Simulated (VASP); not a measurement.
BAs:

```
B As
1.0
     2.12755    0.00000    0.00000
     0.00000    3.17406    0.00000
     0.00000    0.00000    4.95098
B As
1 1
Direct
  0.00000 0.50000 0.00000
  0.50000 0.50000 0.50000
```

```yaml
Program: VASP 6.6.1
Task: relaxation of cell and atoms
Functional: PBE
Dispersion: D3(BJ)
Potentials_or_basis: VASP PAW PBE potentials, release 64 (B, As)
Cutoff: 600 eV
k_mesh: 12 × 8 × 6
Occupations: fermi-dirac, width 0.05 eV
Spin: no spin polarisation
```

At the start: pressure 4.2 GPa; volume 16.72 Å³/atom.

**Question.** Where does the relaxation end?

**Answer.** Over 25 steps the energy falls by 1155.0 meV/atom and the volume is 12.57 Å³/atom (-24.8 %); space group P4/mmm (No. 123, to 0.05 Å).

Step by step:
```
step  energy change (eV)  largest force (eV/Å)  pressure (GPa)  volume (Å³)
   1              0.0000                0.0000            4.16        33.43
   2             -0.6093                0.0000           -7.48        35.18
   3             -0.6591                0.0000           -9.05        35.48
   4             -0.7643                0.0000          -11.92        35.98
   5             -1.4448                0.0000           -4.60        29.43
   6             -1.4651                0.0000           -3.22        28.64
   7             -1.4616                0.0000           -3.76        27.07
   8             -1.4717                0.0000           -4.25        27.82
   9             -1.7334                0.0000            3.88        24.92
  10             -1.7512                0.0000            5.94        24.43
  11             -1.7696                0.0000           10.35        23.47
  12             -1.8974                0.0000           12.46        23.23
  13             -2.0065                0.0000           26.31        22.09
  14             -2.0680                0.0000           17.16        22.73
  15             -2.0959                0.0000           20.16        22.50
  16             -2.1941                0.0000           14.78        23.14
  17             -2.2037                0.0000           12.81        23.43
  18             -2.2628                0.0000            8.19        23.97
  19             -2.3093                0.0000            0.49        25.03
  20             -2.3093                0.0000            0.69        25.00
  21             -2.3097                0.0000            0.54        25.03
  22             -2.3100                0.0000            0.30        25.08
  23             -2.3100                0.0000            0.29        25.08
  24             -2.3100                0.0000            0.13        25.11
  25             -2.3101                0.0000            0.01        25.13
```

Final structure:
```cif
data_structure
_symmetry_space_group_name_H-M 'P 1'
_symmetry_Int_Tables_number 1
_cell_length_a 3.1209
_cell_length_b 2.5682
_cell_length_c 3.1354
_cell_angle_alpha 90.000
_cell_angle_beta 90.000
_cell_angle_gamma 90.000
_cell_volume 25.13
loop_
_atom_site_label
_atom_site_type_symbol
_atom_site_fract_x
_atom_site_fract_y
_atom_site_fract_z
_atom_site_occupancy
B1 B 0.00000 0.50000 0.00000 1
As1 As 0.50000 0.50000 0.50000 1
```

Caveat: the volume moved by over 15 % at a fixed basis, so the end points are rough.
